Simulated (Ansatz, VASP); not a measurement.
**Sc3Al in VASP and in Ansatz**

File INCAR:

```
  PREC = Accurate
  ENCUT = 520
  EDIFF = 1E-6
  ISMEAR = 0
  SIGMA = 0.15
  LREAL = F
  LASPH = T
  NELM = 60
  ALGO = Fast
  ISIF = 2
  LWAVE = F
  LCHARG = F
  GGA = PS
  NBANDS = 26
```

Contents of KPOINTS:

```
Automatic mesh
0
Gamma
  12 12 12
```

POSCAR

```
Sc3Al
1.0
    4.0466853732      0.0000000000      0.0000000000
    0.0000000000      4.0466853732      0.0000000000
    0.0000000000      0.0000000000      4.3747949981
Sc Al
3 1
Direct
    0.5000000000      0.0000000000      0.5000000000
    0.0000000000      0.5000000000      0.5000000000
    0.5000000000      0.5000000000      0.0000000000
    0.0000000000      0.0000000000      0.0000000000
```

Input for Ansatz:

```yaml
crystal:
  lattice:
    - [4.0466853732, 0.0, 0.0]
    - [0.0, 4.0466853732, 0.0]
    - [0.0, 0.0, 4.3747949981]
  atoms:
    - { symbol: Sc, position: [0.5, 0.0, 0.5] }
    - { symbol: Sc, position: [0.0, 0.5, 0.5] }
    - { symbol: Sc, position: [0.5, 0.5, 0.0] }
    - { symbol: Al, position: [0.0, 0.0, 0.0] }
basis:
  ecutwfc: 420
kpoints:
  mp_grid: { grid: [12, 12, 12] }
hamiltonian:
  xc: pbesol
scf:
  occupations: { method: gaussian, width: 0.15 }
output:
  forces: true
  stress: true
  eigenvalues: true
```

Change from the starting cell: strain -0.0750 x Voigt [1, 1, 0, 0, 0, 0], atoms carried along.

Alike in both runs: task single point; functional PBEsol; k mesh 12 × 12 × 12; occupations gaussian, width 0.15 eV; no spin polarisation.

|  | VASP | Ansatz |
| --- | --- | --- |
| version | VASP 6.6.1 | Ansatz 0.2.0 |
| potentials or method | VASP PAW PBE potentials, release 64 (Sc_sv, Al), cutoff 520 eV | scalar-relativistic, plane waves, PAW |
| valence electrons in the cell | 36 | 36 |

|  | VASP | Ansatz | Ansatz less VASP |
| --- | --- | --- | --- |
| gap on the k mesh at the Fermi level (eV) | none | none | - |
| pressure (GPa) | 14.1 | 14.0 | -0.16 |
| traceless stress, the component that is largest in VASP (GPa) | -4.80 | -4.79 | +0.015 |

VASP's potentials were made for PBE, not for PBEsol. A gap of «none» marks a metal or a gap that the smearing closes. With one functional, cell and mesh, what is left measures potentials, basis and numerics.
